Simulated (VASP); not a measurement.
**InAs: single point with PBE**

Crystal: InAs.

```
CELL_PARAMETERS angstrom
0.00000 3.04698 3.09338
3.04698 0.00000 3.09338
3.04698 3.04698 0.00000
ATOMIC_POSITIONS crystal
In 0.00000 0.00000 0.00000
As 0.75000 0.75000 0.75000
```

This cell differs from its parent crystal: strain -0.015 along x and y, +0.000 along z.

```yaml
Program: VASP 6.6.1
Task: single point
Functional: PBE
Potentials_or_basis: VASP PAW PBE potentials, release 64 (In_d, As)
Cutoff: 520 eV
k_mesh: 16 × 16 × 16
Occupations: gaussian, width 0.15 eV
Spin: no spin polarisation
Dipole_correction: no
Further_INCAR_settings: ALGO = Normal; EDIFF = 1e-06; NBANDS = 16
```

| Property | Result |
| --- | --- |
| Pressure | 1.6 GPa |
| Band gap on the k mesh | zero (filled and empty bands touch) |

Stress tensor (GPa, compression positive):
```
1.78 0.00 0.00
0.00 1.78 0.00
0.00 0.00 1.27
```

Levels at points of the mesh, in eV from the Fermi level:
```csv
k point,band 5,band 6,band 7,band 8,band 9,band 10,band 11,band 12,band 13,band 14
"(0.00, 0.00, 0.00)",-14.37,-11.78,-0.55,-0.21,-0.14,-0.14,3.72,3.72,3.75,7.22
"(0.50, 0.00, 0.00)",-14.36,-10.43,-5.73,-1.14,-1.05,0.71,4.45,4.54,6.64,8.68
"(0.50, 0.50, 0.00)",-14.35,-9.96,-5.89,-2.30,-2.30,1.50,1.98,8.69,8.84,8.84
"(0.50, 0.00, 0.50)",-14.35,-9.91,-5.81,-2.39,-2.38,1.43,1.85,8.77,8.82,8.90
```

Run time: 72 s on 1 thread of Intel(R) Xeon(R) 6975P-C (Granite Rapids), with other jobs on the host, peak memory 0.44 GiB.

Caveat: the cell differs from its parent crystal (strain -0.015 along x and y, +0.000 along z); semilocal functionals underestimate gaps, so a narrow gap can read as zero; spin-orbit coupling is left out, which moves the levels of the heavy elements.
